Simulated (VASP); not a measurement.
Zr: single point with PBEsol+U

Zr:

```xyz
2
Lattice="3.2320 0.0000 0.0000 -1.6160 2.7990 0.0000 0.0000 0.0000 5.1470" Properties=species:S:1:pos:R:3 pbc="T T T"
Zr    1.6160    0.9330    3.8603
Zr    0.0000    1.8660    1.2868
```

| Item | Value |
| --- | --- |
| Program | VASP 6.6.1 |
| Task | single point |
| Functional | PBEsol |
| Potentials or basis | VASP PAW PBE potentials, release 64 (Zr_sv) |
| Cutoff | 520 eV |
| k mesh | 9 × 9 × 5 |
| Occupations | fermi-dirac, width 0.05 eV |
| Spin | no spin polarisation |
| Hubbard terms | Zr d U = 4.0 eV |
| Dipole correction | no |
| Further INCAR settings | ALGO = Normal; EDIFF = 1e-07; NBANDS = 19 |

- Pressure: 7.2 GPa
- Band gap on the k mesh: zero (band 12 reaches 10.57 eV, above the bottom of band 13 at 9.15 eV)

Stress tensor (GPa, compression positive):
```
7.35 0.00 0.00
0.00 7.35 0.00
0.00 0.00 6.94
```

Levels at points of the mesh, in eV from the Fermi level:
| k point | band 10 | band 11 | band 12 | band 13 | band 14 | band 15 |
| --- | --- | --- | --- | --- | --- | --- |
| (0.00, 0.00, 0.00) | -3.23 | 0.53 | 1.08 | 1.08 | 1.21 | 1.81 |

Eigenvalues of the final occupation matrices:
| site | spin | trace | eigenvalues |
| --- | --- | --- | --- |
| site 1 d | 1 | 0.73 | 0.12 0.12 0.16 0.16 0.17 |
| site 1 d | 2 | 0.73 | 0.12 0.12 0.16 0.16 0.17 |
| site 2 d | 1 | 0.73 | 0.12 0.12 0.16 0.16 0.17 |
| site 2 d | 2 | 0.73 | 0.12 0.12 0.16 0.16 0.17 |

It took 10 s on 1 thread of Intel(R) Xeon(R) 6975P-C (Granite Rapids), with other jobs on the host, peak memory 0.16 GiB.

Caveat: the PAW data sets were made with another functional, which shifts forces and pressure a little; U without spin polarisation on a metal has little footing; the U is typed as a test and isn't derived for this compound.
